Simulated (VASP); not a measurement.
# B3Pd (F-43m) in VASP: single point with PBE

Aim: the single point of B3Pd with PBE.

Everything below comes from runs of VASP 6.6.1. Logs are shortened: lines on timing, memory, paths and dates and some standing lists are left out, and cuts for length are marked.

## Step 1: The cell of the first run

The structure is cubic, space group F-43m (No. 216). The conventional cell has a = 6.852 Å, b = 6.852 Å, c = 6.852 Å, α = 90.00°, β = 90.00°, γ = 90.00°. B (site symmetry 2mm) has 4 B at 1.76 Å and 1 Pd at 2.18 Å within 2.3 Å. Pd (site symmetry -43m) has 12 B at 2.47 Å and 4 Pd at 2.97 Å within 3.3 Å. Within 2.9 Å of Pd (site symmetry -43m) lie 6 B at 2.18 Å.

## Step 2: Single point, PBE

INCAR

```
PREC     = Accurate       # precision mode
ENCUT    = 500            # plane-wave cutoff, eV
EDIFF    = 1E-6           # SCF threshold, eV
ISMEAR   = 0              # smearing method
SIGMA    = 0.2            # smearing width, eV
LREAL    = False          # projectors in reciprocal space
LASPH    = True           # aspherical terms in the spheres
NELM     = 120            # most SCF steps
ALGO     = Normal         # electronic algorithm
ISIF     = 2              # what is computed and relaxed
LWAVE    = False          # write WAVECAR
LCHARG   = False          # write CHGCAR
GGA      = PE             # functional
NBANDS   = 29             # bands
GGA_COMPAT= False
```

KPOINTS

```
regular mesh
0
Gamma
  4 4 4
```

POSCAR

```
B3Pd
1.0
    0.0000000000      3.4259732842      3.4259732842
    3.4259732842      0.0000000000      3.4259732842
    3.4259732842      3.4259732842      0.0000000000
B Pd
6 2
Direct
    0.5687836517      0.9312163483      0.9312163483
    0.9312163483      0.5687836517      0.5687836517
    0.9312163483      0.5687836517      0.9312163483
    0.5687836517      0.9312163483      0.5687836517
    0.9312163483      0.9312163483      0.5687836517
    0.5687836517      0.5687836517      0.9312163483
    0.5000000000      0.5000000000      0.5000000000
    0.2500000000      0.2500000000      0.2500000000
```

Potentials or basis: VASP PAW PBE potentials, release 64 (B, Pd).

Started as:

```sh
$ cat potpaw_PBE.64/B/POTCAR potpaw_PBE.64/Pd/POTCAR > POTCAR
$ mpirun -np 1 vasp_std > vasp.out
```

OUTCAR:

```text
PREC = Accurate
   ENCUT = 500
   EDIFF = 1E-6
   ISMEAR = 0
   LREAL = False
   LASPH = True
   NELM = 120
   ISIF = 2
   GGA = PE

 ion  position               nearest neighbor table
   1  0.569  0.931  0.931-   3 1.76   4 1.76   5 1.76   6 1.76   8 2.18   7 2.47   7 2.47
   2  0.931  0.569  0.569-   3 1.76   4 1.76   5 1.76   6 1.76   8 2.18   7 2.47   7 2.47
   3  0.931  0.569  0.931-   1 1.76   2 1.76   5 1.76   6 1.76   8 2.18   7 2.47   7 2.47
   4  0.569  0.931  0.569-   1 1.76   2 1.76   5 1.76   6 1.76   8 2.18   7 2.47   7 2.47
   5  0.931  0.931  0.569-   1 1.76   2 1.76   3 1.76   4 1.76   8 2.18   7 2.47   7 2.47
   6  0.569  0.569  0.931-   1 1.76   2 1.76   3 1.76   4 1.76   8 2.18   7 2.47   7 2.47
   7  0.500  0.500  0.500-   2 2.47   4 2.47   6 2.47   1 2.47   3 2.47   6 2.47   1 2.47   4 2.47
                             5 2.47   2 2.47   3 2.47   5 2.47   8 2.97   8 2.97   8 2.97   8 2.97
   8  0.250  0.250  0.250-   1 2.18   2 2.18   3 2.18   4 2.18   5 2.18   6 2.18   7 2.97   7 2.97
                             7 2.97   7 2.97

  LATTYP: Found a face centered cubic cell.
 ALAT       =     6.8519465684

  Lattice vectors:

 A1 = (   0.0000000000,   3.4259732842,   3.4259732842)
 A2 = (   3.4259732842,   0.0000000000,   3.4259732842)
 A3 = (   3.4259732842,   3.4259732842,   0.0000000000)

Analysis of symmetry for initial positions (statically):
=====================================================================
 Subroutine PRICEL returns:
 Original cell was already a primitive cell.

 Routine SETGRP: Setting up the symmetry group for a
 face centered cubic supercell.

 Subroutine GETGRP returns: Found 24 space group operations
 (whereof 24 operations were pure point group operations)
 out of a pool of 48 trial point group operations.

The static configuration has the point symmetry T_d .

Analysis of symmetry for dynamics (positions and initial velocities):
=====================================================================
 Subroutine PRICEL returns:
 Original cell was already a primitive cell.

 Routine SETGRP: Setting up the symmetry group for a
 face centered cubic supercell.

 Subroutine GETGRP returns: Found 24 space group operations
 (whereof 24 operations were pure point group operations)
 out of a pool of 48 trial point group operations.

The dynamic configuration has the point symmetry T_d .

 Subroutine INISYM returns: Found 24 space group operations
 (whereof 24 operations are pure point group operations),
 and found     1 'primitive' translations

----------------------------------------------------------------------------------------

                                     Primitive cell

  volume of cell :      80.4233

  direct lattice vectors                    reciprocal lattice vectors
     0.000000000  3.425973284  3.425973284    -0.145943928  0.145943928  0.145943928
     3.425973284  0.000000000  3.425973284     0.145943928 -0.145943928  0.145943928
     3.425973284  3.425973284  0.000000000     0.145943928  0.145943928 -0.145943928

  length of vectors
     4.845057883  4.845057883  4.845057883     0.252782299  0.252782299  0.252782299

  position of ions in fractional coordinates (direct lattice)
     0.568783652  0.931216348  0.931216348
     0.931216348  0.568783652  0.568783652
     0.931216348  0.568783652  0.931216348
     0.568783652  0.931216348  0.568783652
     0.931216348  0.931216348  0.568783652
     0.568783652  0.568783652  0.931216348
     0.500000000  0.500000000  0.500000000
     0.250000000  0.250000000  0.250000000

  ion indices of the primitive-cell ions
   primitive index   ion index
                 1           1
                 2           2
                 3           3
                 4           4
                 5           5
                 6           6
                 7           7
                 8           8

----------------------------------------------------------------------------------------

 KPOINTS: regular mesh

Automatic generation of k-mesh.
 Grid dimensions read from file:
 generate k-points for:    4    4    4

 Generating k-lattice:

  Cartesian coordinates                     Fractional coordinates (reciprocal lattice)
    -0.036485982  0.036485982  0.036485982     0.250000000  0.000000000  0.000000000
     0.036485982 -0.036485982  0.036485982     0.000000000  0.250000000  0.000000000
     0.036485982  0.036485982 -0.036485982     0.000000000  0.000000000  0.250000000

  Length of vectors
     0.063195575  0.063195575  0.063195575

  Shift w.r.t. Gamma in fractional coordinates (k-lattice)
     0.000000000  0.000000000  0.000000000

 Subroutine IBZKPT returns following result:
 ===========================================

 Found      8 irreducible k-points:

 Following reciprocal coordinates:
            Coordinates               Weight
  0.000000  0.000000  0.000000      1.000000
  0.250000  0.000000  0.000000      8.000000
  0.500000  0.000000  0.000000      4.000000
  0.250000  0.250000  0.000000      6.000000
  0.500000  0.250000  0.000000     24.000000
 -0.250000  0.250000  0.000000     12.000000
  0.500000  0.500000  0.000000      3.000000
 -0.250000  0.500000  0.250000      6.000000
   k-points           NKPTS =      8   k-points in BZ     NKDIM =      8   number of bands    NBANDS=     29
   number of dos      NEDOS =    301   number of ions     NIONS =      8
   total plane-waves  NPLWV =  46656
   dimension x,y,z NGX =    36 NGY =   36 NGZ =   36
   dimension x,y,z NGXF=    72 NGYF=   72 NGZF=   72
   ions per type =               6   2
   NGX,Y,Z   is equivalent  to a cutoff of  12.35, 12.35, 12.35 a.u.
   NGXF,Y,Z  is equivalent  to a cutoff of  24.70, 24.70, 24.70 a.u.
 SYSTEM =  unknown system
   PREC   = accura    normal or accurate (medium, high low for compatibility)
   ISTART =      0    job   : 0-new  1-cont  2-samecut
   ICHARG =      2    charge: 1-file 2-atom 10-const
   ISPIN  =      1    spin polarized calculation?
   LNONCOLLINEAR =      F non collinear calculations
   LSORBIT =      F    spin-orbit coupling
   LASPH  =      T    aspherical Exc in radial PAW
   ENCUT  =  500.0 eV  36.75 Ry    6.06 a.u.   8.83  8.83  8.83*2*pi/ulx,y,z
   NELM   =    120;   NELMIN=  2; NELMDL= -5     # of ELM steps
   EDIFF  = 0.1E-05   stopping-criterion for ELM
   LREAL  =      F    real-space projection
   EDIFFG = 0.1E-04   stopping-criterion for IOM
   NSW    =      0    number of steps for IOM
   IBRION =     -1    ionic relax: 0-MD 1-quasi-New 2-CG
   NFREE  =      0    steps in history (QN), initial steepest desc. (CG)
   ISIF   =      2    stress and relaxation
   ISYM   =      2    0-nonsym 1-usesym 2-fastsym
   POTIM  = 0.5000    time-step for ionic-motion
   TEBEG  =    0.0;   TEEND  =   0.0 temperature during run
   PSTRESS=    0.0 pullay stress
   NELECT =      38.0000    total number of electrons
   NUPDOWN=      -1.0000    fix difference up-down
   EMIN   =  10.00;   EMAX   =-10.00  energy-range for DOS
   EFERMI =   0.00;   METHOD = LEGACY
   ISMEAR =     0;   SIGMA  =   0.20  broadening in eV -4-tet -1-fermi 0-gaus
   EFERMI_NEDOS =   21; number of points for ismear=-14 and -15
   IALGO  =     38    algorithm
   IMIX   =      4    mixing-type and parameters
     AMIX     =   0.40;   BMIX     =  1.00
     AMIX_MAG =   1.60;   BMIX_MAG =  1.00
  volume/ion in A,a.u.               =      10.05        67.84
  Fermi-wavevector in a.u.,A,eV,Ry     =   1.275094  2.409577 22.121218  1.625864
  Thomas-Fermi vector in A             =   2.407825
   LORBIT       =      0    0 simple, 1 ext, 2 COOP (PROOUT), +10 PAW based schemes
   GGA     = PE    functional components
   LHFCALC =     F    Hartree Fock is set to
   AEXX    =    0.0000 exact exchange contribution
   IVDW    =     0    specifies the selected vdW correction
   LEPSILON=     F    determine dielectric tensor
   LRPA    =     F    only Hartree local field effects (RPA)
 non-spin polarized calculation
 Gauss-broadening in eV      SIGMA  =   0.20
  energy-cutoff  :      500.00
  volume of cell :       80.42
 maximum number of plane-waves:      2085
   NGX = 17   NGY = 17   NGZ = 17

 number of electron      38.0000006 magnetization

 Free energy of the ion-electron system (eV)
  ---------------------------------------------------
  ext. energy  EPLUGINS =         0.00000000
  ---------------------------------------------------
  free energy    TOTEN  =       -46.82327040 eV

  energy without entropy =      -46.68500712  energy(sigma->0) =      -46.75413876

 E-fermi :   6.9308     XC(G=0): -11.6497

 val. band max:        6.9144855991   @ k =  -0.2500   0.2500   0.0000
 cond. band min:       6.9493755011   @ k =   0.5000   0.0000   0.0000
 fundamental gap:      0.0348899020
 Fermi energy:         6.9308297419

 k-point     1 :       0.0000    0.0000    0.0000
  band No.  band energies     occupation
      1      -8.2956      2.00000
      2      -1.0570      2.00000
      3      -1.0570      2.00000
      4      -1.0570      2.00000
      5      -0.8011      2.00000
      6       0.6384      2.00000
[... 21 lines left out ...]
     28      14.2278      0.00000
     29      16.0007      0.00000

 k-point     2 :       0.2500    0.0000    0.0000
  band No.  band energies     occupation
      1      -8.1490      2.00000
      2      -2.3576      2.00000
      3      -1.3052      2.00000
      4      -1.3052      2.00000
      5       0.6185      2.00000
      6       1.1011      2.00000
[... 21 lines left out ...]
     28      14.5788      0.00000
     29      15.8864      0.00000

 k-point     3 :       0.5000    0.0000    0.0000
  band No.  band energies     occupation
      1      -7.9894      2.00000
      2      -2.9207      2.00000
      3      -1.4910      2.00000
      4      -1.4910      2.00000
      5       0.8882      2.00000
      6       1.6571      2.00000
[... 126 lines left out ...]
      5       0.0755      2.00000
      6       0.4329      2.00000
[... 21 lines left out ...]
     28      16.0608      0.00000
     29      16.1240      0.00000

 k-point     8 :      -0.2500    0.5000    0.2500
  band No.  band energies     occupation
      1      -7.9151      2.00000
      2      -2.3507      2.00000
      3      -1.8824      2.00000
      4      -1.7290      2.00000
      5       0.2923      2.00000
      6       0.8872      2.00000
[... 21 lines left out ...]
     28      14.9279      0.00000
     29      15.5651      0.00000

------------------------ aborting loop because EDIFF is reached ----------------------------------------

  FORCE on cell =-STRESS in cart. coord.  units (eV):
  Direction    XX          YY          ZZ          XY          YZ          ZX
  --------------------------------------------------------------------------------------
  -------------------------------------------------------------------------------------
  Total       -0.1078248     -0.1078248     -0.1078248      0.0000000      0.0000000      0.0000000
  in kB       -2.1480643     -2.1480643     -2.1480643      0.0000000      0.0000000      0.0000000
  external PRESSURE =      -2.1480643 kB  Pullay stress =       0.0000000 kB

 VOLUME and BASIS-vectors are now :
 -----------------------------------------------------------------------------
  energy-cutoff  :      500.00
  volume of cell :       80.42
      direct lattice vectors                 reciprocal lattice vectors
     0.000000000  3.425973284  3.425973284    -0.145943928  0.145943928  0.145943928
     3.425973284  0.000000000  3.425973284     0.145943928 -0.145943928  0.145943928
     3.425973284  3.425973284  0.000000000     0.145943928  0.145943928 -0.145943928

 POSITION                                       TOTAL-FORCE (eV/Angst)
 -----------------------------------------------------------------------------------
      6.38064      5.13896      5.13896         0.038214     -0.000000     -0.000000
      3.89728      5.13896      5.13896        -0.038214     -0.000000     -0.000000
      5.13896      6.38064      5.13896         0.000000      0.038214     -0.000000
      5.13896      3.89728      5.13896         0.000000     -0.038214     -0.000000
      5.13896      5.13896      6.38064         0.000000     -0.000000      0.038214
      5.13896      5.13896      3.89728         0.000000     -0.000000     -0.038214
      3.42597      3.42597      3.42597         0.000000     -0.000000     -0.000000
      1.71299      1.71299      1.71299         0.000000     -0.000000     -0.000000
 -----------------------------------------------------------------------------------
    total drift:                               -0.000000     -0.000000      0.000000

  FREE ENERGIE OF THE ION-ELECTRON SYSTEM (eV)
  ---------------------------------------------------
  free  energy   TOTEN  =       -46.8232703955 eV

  energy  without entropy=      -46.6850071241  energy(sigma->0) =      -46.75413876
```

Run time: 17 s. Hardware: 1 thread of Intel Xeon 6975P-C (Granite Rapids), shared host; peak memory 0.2 GiB.

What came out:

```
Free energy            : -46.8233 eV
Pressure               : -0.2 GPa
Largest force          : 0.038 eV/Å
Band gap on the k mesh : zero (band 19 reaches 7.26 eV, above the bottom of band 20 at 6.91 eV)
```

Forces on the atoms (eV/Å):
```
B    0.038  0.000  0.000
B   -0.038  0.000  0.000
B    0.000  0.038  0.000
B    0.000 -0.038  0.000
B    0.000  0.000  0.038
B    0.000  0.000 -0.038
Pd   0.000  0.000  0.000
Pd   0.000  0.000  0.000
```

Caveat: the k points lie up to 0.40 Å⁻¹ apart.
